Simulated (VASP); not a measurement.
# Ta2H (C222) in VASP: relaxation of cell and atoms with PBEsol

Aim: the relaxation of cell and atoms of Ta2H with PBEsol.

Everything below comes from runs of VASP 6.6.1. Logs are shortened: lines on timing, memory, paths and dates and some standing lists are left out, and cuts for length are marked.

## Step 1: The cell of the first run

The structure is orthorhombic, space group C222 (No. 21). The conventional cell has a = 3.441 Å, b = 4.743 Å, c = 4.759 Å, α = 90.00°, β = 90.00°, γ = 90.00°. Ta (site symmetry 2) has 2 H at 1.93 Å within 2.6 Å. H (site symmetry 222) has 4 Ta at 1.93 Å within 2.6 Å.

## Step 2: Relaxation of cell and atoms, PBEsol

INCAR reads:

```
SYSTEM = Ta2H
  PREC = Accurate
  ENCUT = 600
  EDIFF = 1E-6
  ISMEAR = 0
  SIGMA = 0.1
  LREAL = .FALSE.
  LASPH = .TRUE.
  NELM = 100
  ALGO = Normal
  ISIF = 3
  LWAVE = .FALSE.
  LCHARG = .FALSE.
  GGA = PS
  IBRION = 2
  NSW = 100
  EDIFFG = -0.005
```

KPOINTS reads:

```
Automatic mesh
0
G
  16 16 10
  0 0 0
```

POSCAR reads:

```
Ta2H
1.0
    1.7204951073     -2.3714690318      0.0000000000
    1.7204951073      2.3714690318      0.0000000000
    0.0000000000      0.0000000000      4.7585693900
Ta H
2 1
Direct
    0.0000000000      0.5000000000      0.2645697700
    0.5000000000      0.0000000000      0.7354302300
    0.0000000000      0.0000000000      0.0000000000
```

Potentials or basis: VASP PAW PBE potentials, release 64 (Ta_pv, H).

On the command line:

```bash
> cat potpaw_PBE.64/Ta_pv/POTCAR potpaw_PBE.64/H/POTCAR > POTCAR
> mpirun -np 1 vasp_std > vasp.out
```

OUTCAR:

```text
SYSTEM = Ta2H
   PREC = Accurate
   ENCUT = 600
   EDIFF = 1E-6
   ISMEAR = 0
   LREAL = .FALSE.
   LASPH = .TRUE.
   NELM = 100
   ISIF = 3
   GGA = PS
   IBRION = 2
   NSW = 100
   EDIFFG = -0.005

 ion  position               nearest neighbor table
   1  0.000  0.500  0.265-   3 1.93   3 1.93   2 2.82   2 2.82   2 3.05   2 3.05   2 3.26   2 3.26
                             2 3.46   2 3.46
   2  0.500  0.000  0.735-   3 1.93   3 1.93   1 2.82   1 2.82   1 3.05   1 3.05   1 3.26   1 3.26
                             1 3.46   1 3.46
   3  0.000  0.000  0.000-   1 1.93   2 1.93   1 1.93   2 1.93

  LATTYP: Found a base centered orthorhombic cell.
 ALAT       =     3.4409902146
 B/A-ratio  =     1.3783642986
 C/A-ratio  =     1.3829069812

  Lattice vectors:

 A1 = (   1.7204951073,  -2.3714690318,   0.0000000000)
 A2 = (   1.7204951073,   2.3714690318,   0.0000000000)
 A3 = (   0.0000000000,   0.0000000000,   4.7585693900)

Analysis of symmetry for initial positions (statically):
=====================================================================
 Subroutine PRICEL returns:
 Original cell was already a primitive cell.

 Routine SETGRP: Setting up the symmetry group for a
 base centered orthorhombic supercell.

 Subroutine GETGRP returns: Found  4 space group operations
 (whereof  4 operations were pure point group operations)
 out of a pool of  8 trial point group operations.

The static configuration has the point symmetry D_2 .

Analysis of symmetry for dynamics (positions and initial velocities):
=====================================================================
 Subroutine PRICEL returns:
 Original cell was already a primitive cell.

 Routine SETGRP: Setting up the symmetry group for a
 base centered orthorhombic supercell.

 Subroutine GETGRP returns: Found  4 space group operations
 (whereof  4 operations were pure point group operations)
 out of a pool of  8 trial point group operations.

The dynamic configuration has the point symmetry D_2 .

 Subroutine INISYM returns: Found  4 space group operations
 (whereof  4 operations are pure point group operations),
 and found     1 'primitive' translations

----------------------------------------------------------------------------------------

                                     Primitive cell

  volume of cell :      38.8309
[... 110 lines left out ...]
     AMIX     =   0.40;   BMIX     =  1.00
     AMIX_MAG =   1.60;   BMIX_MAG =  1.00
  volume/ion in A,a.u.               =      12.94        87.35
  Fermi-wavevector in a.u.,A,eV,Ry     =   1.374860  2.598108 25.718261  1.890239
  Thomas-Fermi vector in A             =   2.500248
   LORBIT       =      0    0 simple, 1 ext, 2 COOP (PROOUT), +10 PAW based schemes
   GGA     = PS    functional components
   LHFCALC =     F    Hartree Fock is set to
   AEXX    =    0.0000 exact exchange contribution
   IVDW    =     0    specifies the selected vdW correction
   LEPSILON=     F    determine dielectric tensor
   LRPA    =     F    only Hartree local field effects (RPA)
 conjugate gradient relaxation of ions
 non-spin polarized calculation
 Gauss-broadening in eV      SIGMA  =   0.10
  energy-cutoff  :      600.00
  volume of cell :       38.83
 maximum number of plane-waves:      1320
   NGX = 11   NGY = 11   NGZ = 19

--------------------------------------- Ionic step        1  -------------------------------------------

 number of electron      23.0000002 magnetization

 Free energy of the ion-electron system (eV)
  ---------------------------------------------------
  ext. energy  EPLUGINS =         0.00000000
  ---------------------------------------------------
  free energy    TOTEN  =       -28.95271370 eV

  energy without entropy =      -28.94510597  energy(sigma->0) =      -28.94890984

------------------------ aborting loop because EDIFF is reached ----------------------------------------

  FORCE on cell =-STRESS in cart. coord.  units (eV):
  Direction    XX          YY          ZZ          XY          YZ          ZX
  --------------------------------------------------------------------------------------
  -------------------------------------------------------------------------------------
  Total       -1.3435812     -0.8724358     -0.7545781      0.0000000      0.0000000      0.0000000
  in kB      -55.4366785    -35.9970384    -31.1341816      0.0000000      0.0000000      0.0000000
  external PRESSURE =     -40.8559662 kB  Pullay stress =       0.0000000 kB
[... 246 lines left out ...]
--------------------------------------- Ionic step        8  -------------------------------------------

 number of electron      22.9999998 magnetization

 Free energy of the ion-electron system (eV)
  ---------------------------------------------------
  ext. energy  EPLUGINS =         0.00000000
  ---------------------------------------------------
  free energy    TOTEN  =       -28.96638693 eV

  energy without entropy =      -28.95950782  energy(sigma->0) =      -28.96294737

 E-fermi :   5.4301     XC(G=0): -12.7050

 val. band max:        5.4286233506   @ k =  -0.1875   0.0625   0.2000
 cond. band min:       5.4311564659   @ k =  -0.2500   0.1875   0.4000
 fundamental gap:      0.0025331152
 Fermi energy:         5.4300965505

 k-point     1 :       0.0000    0.0000    0.0000
  band No.  band energies     occupation
      1     -28.9857      2.00000
      2     -28.2375      2.00000
      3     -27.9299      2.00000
      4     -27.9279      2.00000
      5     -27.9021      2.00000
      6     -27.8667      2.00000
      7      -4.3565      2.00000
      8       0.8966      2.00000
      9       2.4041      2.00000
     10       4.8066      2.00000
     11       5.7345      0.00002
     12       5.7430      0.00001
     13       6.1703      0.00000
     14       8.6208      0.00000
[... 401 lines left out ...]
      2     -28.2538      2.00000
      3     -27.9586      2.00000
      4     -27.9453      2.00000
      5     -27.9257      2.00000
      6     -27.8822      2.00000
      7      -4.2138      2.00000
      8       1.0510      2.00000
      9       2.4457      2.00000
     10       4.6893      2.00000
     11       5.6276      0.00522
     12       5.9034      0.00000
     13       6.0878      0.00000
     14       8.4574      0.00000
     15       8.6610      0.00000

 [... further k-points ...]

------------------------ aborting loop because EDIFF is reached ----------------------------------------

  FORCE on cell =-STRESS in cart. coord.  units (eV):
  Direction    XX          YY          ZZ          XY          YZ          ZX
  --------------------------------------------------------------------------------------
  -------------------------------------------------------------------------------------
  Total        0.0033742      0.0052413     -0.0120688      0.0000000      0.0000000      0.0000000
  in kB        0.1421399      0.2207962     -0.5084091      0.0000000      0.0000000      0.0000000
  external PRESSURE =      -0.0484910 kB  Pullay stress =       0.0000000 kB
[... 18 lines left out ...]
  FREE ENERGIE OF THE ION-ELECTRON SYSTEM (eV)
  ---------------------------------------------------
  free  energy   TOTEN  =       -28.9663869277 eV

  energy  without entropy=      -28.9595078188  energy(sigma->0) =      -28.96294737

 reached required accuracy - stopping structural energy minimisation
```

It took 19 min on 1 thread of Intel Xeon Platinum 8259CL at 2.50GHz (Skylake/Cascade Lake), shared host; peak memory 0.42 GiB.

What came out:

- Free energy: -28.9664 eV
- Relaxed volume: 12.68 Å³/atom
- Relaxed cell: a = 2.906 Å, b = 2.906 Å, c = 4.762 Å, α = 90.00°, β = 90.00°, γ = 108.99°
- Space group after relaxing (to 0.05 Å): C222 (No. 21)
- Energy gained by relaxing: 4.6 meV/atom
- Ionic steps: 8
- Pressure after relaxing: 0.0 GPa

Step by step:
| step | energy change (eV) | largest force (eV/Å) | pressure (GPa) | volume (Å³) |
| --- | --- | --- | --- | --- |
| 1 | 0.0000 | 0.0319 | -4.09 | 38.83 |
| 2 | 0.0087 | 0.0757 | 6.54 | 37.00 |
| 3 | -0.0110 | 0.0121 | 0.25 | 38.04 |
| 4 | -0.0132 | 0.0112 | 0.10 | 38.04 |
| 5 | -0.0137 | 0.0106 | 0.01 | 38.03 |
| 6 | -0.0137 | 0.0107 | 0.00 | 38.03 |
| 7 | -0.0137 | 0.0107 | 0.00 | 38.03 |
| 8 | -0.0137 | 0.0012 | 0.00 | 38.03 |

Final structure:
```
CELL_PARAMETERS angstrom
1.68790 -2.36586 0.00000
1.68790 2.36586 0.00000
0.00000 0.00000 4.76207
ATOMIC_POSITIONS crystal
Ta 0.00000 0.50000 0.26443
Ta 0.50000 0.00000 0.73557
H 0.00000 0.00000 0.00000
```

Caveat: the PAW data sets were made with another functional, which shifts forces and pressure a little; spin-orbit coupling is left out, which moves the levels of the heavy elements.
